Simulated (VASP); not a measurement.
A run of VASP 6.6.1:

The input INCAR:

```
PREC = Accurate
ENCUT = 520
EDIFF = 1E-6
ISMEAR = -1
SIGMA = 0.05
LREAL = Auto
LASPH = True
NELM = 150
ALGO = Normal
ISIF = 2
LWAVE = False
LCHARG = False
ISPIN = 2
MAGMOM = 0 0 0 0 0 0 0 0 0 0 0 0 0 0 0 0 0
LORBIT = 11
GGA = PE
NBANDS = 52
```

Contents of KPOINTS:

```
regular mesh
0
Gamma
  2 2 2
```

Contents of POSCAR:

```
Si16B
1.0
    0.0000000000      5.4300000000      5.4300000000
    5.4300000000      0.0000000000      5.4300000000
    5.4300000000      5.4300000000      0.0000000000
Si B
16 1
Direct
   -0.0581215470     -0.0516022099      0.0379742173
    0.0914088398      0.1418692449      0.1338213628
   -0.0829558011      0.0447053407      0.5098987109
    0.0895580110      0.1200000000      0.6352117864
    0.0509392265      0.5341252302     -0.0016022099
    0.2066758748      0.6231031308      0.1380755064
    0.0447974217      0.4968047882      0.5029926335
    0.1381767956      0.7094843462      0.6050828729
    0.4450368324     -0.0216666667     -0.0302117864
    0.5561602210      0.1235082873      0.1208563536
    0.4435359116     -0.0235543278      0.4771086556
    0.5369152855      0.1393093923      0.6223480663
    0.6715285451      0.4367587477     -0.0222099448
    0.6784530387      0.6609023941      0.1348987109
    0.4915101289      0.5083793738      0.5089871087
    0.6146685083      0.6211694291      0.6474309392
    0.9942725599      0.2619521179      0.8606445672
```

Potentials or basis: VASP PAW PBE potentials, release 64 (Si, B).

The run is started by

```bash
$ cat potpaw_PBE.64/Si/POTCAR potpaw_PBE.64/B/POTCAR > POTCAR
$ mpirun -np 1 vasp_std > vasp.out
```

Hardware: 1 thread of Intel(R) Xeon(R) 6975P-C (Granite Rapids) (shared host).

Problem. How long does it take, and how much memory?

Solution. Wall time 3.7 min on 1 thread of Intel(R) Xeon(R) 6975P-C (Granite Rapids), with other jobs on the host, peak memory 0.7 GiB. Counts: scf iterations 15, k points 8.
